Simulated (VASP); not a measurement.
Wanted: the native input for a VASP 6.6.1 run.

```
Task                   : single point
Functional             : PBE
Potentials or basis    : VASP PAW PBE potentials, release 64 (Co)
Cutoff                 : 520 eV
k mesh                 : 8 × 8 × 8
Occupations            : fermi-dirac, width 0.1 eV
Spin                   : no spin polarisation
Dipole correction      : no
Further INCAR settings : ALGO = Normal; EDIFF = 1e-06; NBANDS = 46
```

The structure of Co lies in POSCAR:

```
Co
1.0
    4.3974208911      0.0000000000      0.0000000000
    0.0000000000      4.3974208911      0.0000000000
    0.0000000000      0.0000000000      4.3974208911
Co
8
Direct
    0.0000000000      0.0000000000      0.0000000000
    0.5000000000      0.5000000000      0.5000000000
    0.2500000000      1.0000000000      0.5000000000
    0.7500000000      0.0000000000      0.5000000000
    0.5000000000      0.2500000000      0.0000000000
    0.5000000000      0.7500000000      1.0000000000
    1.0000000000      0.5000000000      0.2500000000
    1.0000000000      0.5000000000      0.7500000000
```

The input as run:

INCAR

```
SYSTEM = Co
ALGO = Normal ; EDIFF = 1E-6
ENCUT = 520 ; GGA = PE
ISIF = 2 ; ISMEAR = -1
LASPH = .True. ; LCHARG = .False.
LREAL = .False. ; LWAVE = .False.
NBANDS = 46 ; NELM = 100
PREC = Accurate ; SIGMA = 0.1
```

KPOINTS

```
k-points
0
Gamma
  8 8 8
  0 0 0
```

Potentials or basis: VASP PAW PBE potentials, release 64 (Co).

Launch:

```bash
$ cat potpaw_PBE.64/Co/POTCAR > POTCAR
$ mpirun -np 1 vasp_std > vasp.out
```

Results of the run:

```json
{
 "Pressure": "-0.8 GPa",
 "Band gap on the k mesh": "zero (band 36 reaches 10.64 eV, above the bottom of band 37 at 10.39 eV)"
}
```

Caveat: the run has no spin polarisation, though such a crystal can be magnetic.

Wall time 8.5 min on 1 thread of AMD EPYC 7R13, with other jobs on the host, peak memory 0.22 GiB.
